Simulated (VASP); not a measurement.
Sb, 1 atom in the cell. The structure is cubic, space group Fm-3m (No. 225). The conventional cell has a = 4.742 Å, b = 4.742 Å, c = 4.742 Å, α = 90.00°, β = 90.00°, γ = 90.00°. Within 4.4 Å of Sb (site symmetry m-3m) lie 12 Sb at 3.35 Å. 

| Item | Value |
| --- | --- |
| Program | VASP 6.6.1 |
| Task | single point |
| Functional | PBE-based screened hybrid |
| Potentials or basis | VASP PAW PBE potentials, release 64 (Sb) |
| Cutoff | 520 eV |
| k mesh | 5 × 5 × 5 |
| Occupations | fermi-dirac, width 0.05 eV |
| Spin | no spin polarisation |
| Dipole correction | no |
| Grid for exact exchange (PRECFOCK) | Normal |
| Share of exact exchange | 0.1 |
| Further INCAR settings | ALGO = Normal; EDIFF = 1e-07; NBANDS = 8 |
| Screening parameter | 0.2 1/Å |

Potentials or basis: VASP PAW PBE potentials, release 64 (Sb).

Run with:

```bash
$ cat potpaw_PBE.64/Sb/POTCAR > POTCAR
$ cp INCAR.step1 INCAR
$ mpirun -np 1 vasp_std > vasp.out
$ cp INCAR.step2 INCAR
$ mpirun -np 1 vasp_std > vasp.out
```

Hardware: 1 thread of Intel(R) Xeon(R) 6975P-C (Granite Rapids), on a shared host.

Task: Estimate the wall time of this run.

Result: Wall time 82 s on 1 thread of Intel(R) Xeon(R) 6975P-C (Granite Rapids), on a shared host, peak memory 0.25 GiB. Counts: k points 10.
